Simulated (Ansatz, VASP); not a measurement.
## Two plane-wave programs on TaN

Contents of INCAR:

```
  ALGO = Normal
  EDIFF = 1E-8
  ENCUT = 520
  GGA = PE
  GGA_COMPAT = F
  ISIF = 2
  ISMEAR = -1
  LASPH = T
  LCHARG = F
  LEFG = T
  LREAL = F
  LWAVE = F
  NBANDS = 16
  NELM = 120
  PREC = Accurate
  SIGMA = 0.02
```

The input KPOINTS:

```
k-points
0
Gamma
  12 12 10
```

File POSCAR:

```
TaN
1.0
    2.8809449058      0.0000000000      0.0000000000
   -1.4404724529      2.4949714753      0.0000000000
    0.0000000000      0.0000000000      2.9983200000
Ta N
1 1
Direct
    0.3333333333      0.6666666667      0.5000000000
    0.0000000000      0.0000000000      0.0000000000
```

Input for Ansatz:

```yaml
crystal:
  lattice:
    - [2.8809449058, 0.0, 0.0]
    - [-1.4404724529, 2.4949714753, 0.0]
    - [0.0, 0.0, 2.99832]
  atoms:
    - { symbol: Ta, position: [0.3333333333, 0.6666666667, 0.5] }
    - { symbol: "N", position: [0.0, 0.0, 0.0] }
kpoints:
  mp_grid: { grid: [12, 12, 10] }
scf:
  occupations: { method: fermi_dirac, width: 0.02 }
hamiltonian:
  xc: pbe
  pseudopotentials: { kind: paw }
output:
  forces: true
  stress: true
  eigenvalues: true
  efg: { contact_densities: true }
```

Change from the starting cell: z stretched by +4 % at fixed volume, PAW files.

Alike in both runs: task electric field gradients; functional PBE; k mesh 12 × 12 × 10; occupations fermi-dirac, width 0.02 eV; no spin polarisation.

```csv
,VASP,Ansatz
version,VASP 6.6.1,Ansatz 0.2.0
potentials or method,"VASP PAW PBE potentials, release 64 (Ta_sv_GW, N)","PAW with Ansatz's default frozen-core files, scalar-relativistic"
plane-wave cutoff (eV),520,420
valence electrons in the cell,18,18
```

VASP gave:

```
pressure (GPa)                                                : 3.5
traceless stress, the component that is largest in VASP (GPa) : -23.88
size of Vzz on the site where it differs most (V/Å²)          : 67.7
```

Problem. Estimate Ansatz's values.

Solution. Pressure (GPa): 3.9; traceless stress, the component that is largest in VASP (GPa): -24.03; size of Vzz on the site where it differs most (V/Å²): 89.7.

Spin-orbit coupling is off throughout.
